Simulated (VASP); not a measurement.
Wanted: the native input for a VASP 6.6.1 run.

```yaml
Task: single point
Functional: PBEsol
Potentials_or_basis: VASP PAW PBE potentials, release 64 (B, N)
Cutoff: 520 eV
k_mesh: 12 × 12 × 4
Occupations: gaussian, width 0.05 eV
Spin: no spin polarisation
Dipole_correction: no
Further_INCAR_settings: ALGO = Normal; EDIFF = 1e-06; NBANDS = 16
```

The structure of BN lies in POSCAR:

```
BN
1.0
    2.4288719532      0.0000000000      0.0000000000
   -1.2144359766      2.2335760396      0.0000000000
    0.0000000000      0.0000000000      6.6612000000
B N
2 2
Direct
    0.3333333333      0.6666666667      0.2500000000
    0.6666666667      0.3333333333      0.7500000000
    0.3333333333      0.6666666667      0.7500000000
    0.6666666667      0.3333333333      0.2500000000
```

This cell differs from its parent crystal: strain -0.0300 x Voigt [1, -1, 0, 0, 0, 0].

The input as run:

INCAR

```
  ALGO = Normal
  EDIFF = 1E-6
  ENCUT = 520
  GGA = PS
  ISIF = 2
  ISMEAR = 0
  LASPH = T
  LCHARG = T
  LELF = T
  LREAL = F
  LVHAR = T
  LWAVE = F
  NBANDS = 16
  NELM = 100
  PREC = Accurate
  SIGMA = 0.05
```

KPOINTS

```
k-points
0
Gamma
  12 12 4
```

Potentials or basis: VASP PAW PBE potentials, release 64 (B, N).

Run with:

```bash
$ cat potpaw_PBE.64/B/POTCAR potpaw_PBE.64/N/POTCAR > POTCAR
$ mpirun -np 1 vasp_std > vasp.out
```

Results of the run:

The pressure is 1.8 GPa. The largest force is 0.693 eV/Å. The band gap on the k mesh is 3.84 eV, indirect (least direct gap 4.60 eV).

Caveat: the cell differs from its parent crystal (strain -0.0300 x Voigt [1, -1, 0, 0, 0, 0]); the PAW data sets were made with another functional, which shifts forces and pressure a little; this functional lacks dispersion, which binds the layers, so the pressure and a relaxed spacing across them are unreliable.

Wall time 50 s on 1 thread of Intel Xeon 6975P-C, with other jobs on the host, peak memory 0.19 GiB.
